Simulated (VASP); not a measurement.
H3C8F: single point with PBE

The system is H3C8F, a slab with vacuum.

```xyz
24
Lattice="5.0487 0.0000 0.0000 2.5244 4.3723 0.0000 0.0000 0.0000 15.7764" Properties=species:S:1:pos:R:3 pbc="T T T"
H     1.2622    0.7287    1.0000
H     3.7866    0.7287    1.0000
H     2.5244    2.9149    1.0000
H     5.0487    2.9149    1.0000
H     1.2321    2.1903    5.7938
H     3.8165    2.4289    5.8879
C     1.2622    0.7287    2.1000
C     3.7866    0.7287    2.1000
C     2.5244    2.9149    2.1000
C     5.0487    2.9149    2.1000
C     0.0000    1.4574    2.6153
C     2.5244    1.4574    2.6153
C     1.2622    3.6436    2.6153
C     3.7866    3.6436    2.6153
C     0.0034    1.6055    4.1837
C     2.5499    1.6579    4.1794
C     1.3086    3.7246    4.1984
C     3.8621    3.7686    4.2088
C    -0.0316    0.0615    4.5991
C     2.5812    0.1562    4.6950
C     1.3401    2.2796    4.7216
C     3.7937    2.3785    4.7161
F     2.5178    4.5288    5.9980
F     5.1640    4.6719    6.1252
```

```
Program                : VASP 6.6.1
Task                   : single point
Functional             : PBE
Potentials or basis    : VASP PAW PBE potentials, release 64 (H, C, F)
Cutoff                 : 520 eV
k mesh                 : 2 × 2 × 1
Occupations            : fermi-dirac, width 0.02 eV
Spin                   : no spin polarisation
Dipole correction      : no
Further INCAR settings : LREAL = Auto; ALGO = Normal; EDIFF = 1e-06; NBANDS = 60
```

```
Largest force          : 5.188 eV/Å
Band gap on the k mesh : 3.22 eV, direct
```

Forces on the atoms (eV/Å):
```
H    0.023  0.099 -0.184
H   -0.012  0.042 -0.169
H    0.050  0.159 -0.195
H    0.044  0.119 -0.224
H    0.479  0.272  0.555
H   -0.173 -0.477 -1.883
C   -0.027  0.017  1.450
C    0.017  0.075  1.444
C    0.004  0.002  1.140
C   -0.009 -0.013  0.954
C   -0.044  1.330 -0.558
C    0.192  1.365 -0.641
C    0.015  0.467 -0.640
C    0.914  0.937 -0.555
C    0.259 -2.063 -0.371
C    1.132 -3.625  0.226
C   -2.193 -0.617 -0.686
C   -2.182  0.244 -1.063
C    3.465  3.695  1.123
C    0.207  0.822 -0.218
C   -3.278  0.366 -1.257
C    1.593 -1.614  1.054
F    0.146 -0.659  1.296
F   -0.624 -0.941 -0.600
```

Levels at points of the mesh, in eV from the valence-band top:
```
           k point  band 39  band 40  band 41  band 42  band 43  band 44  band 45  band 46
(0.00, 0.00, 0.00)    -1.50    -1.34    -0.32     0.00     3.22     4.67     5.05     5.16
(0.50, 0.00, 0.00)    -2.44    -2.26    -1.79    -1.59     4.61     4.63     5.27     5.60
(0.50, 0.50, 0.00)    -2.43    -2.08    -1.76    -1.47     4.59     4.61     5.25     5.58
(0.00, 0.50, 0.00)    -2.48    -2.32    -1.92    -1.45     4.58     4.63     5.22     5.80
```

It took 2.4 min on 1 thread of Intel(R) Xeon(R) 6975P-C (Granite Rapids) (shared host), peak memory 0.46 GiB.

Caveat: the k points lie up to 0.72 Å⁻¹ apart.
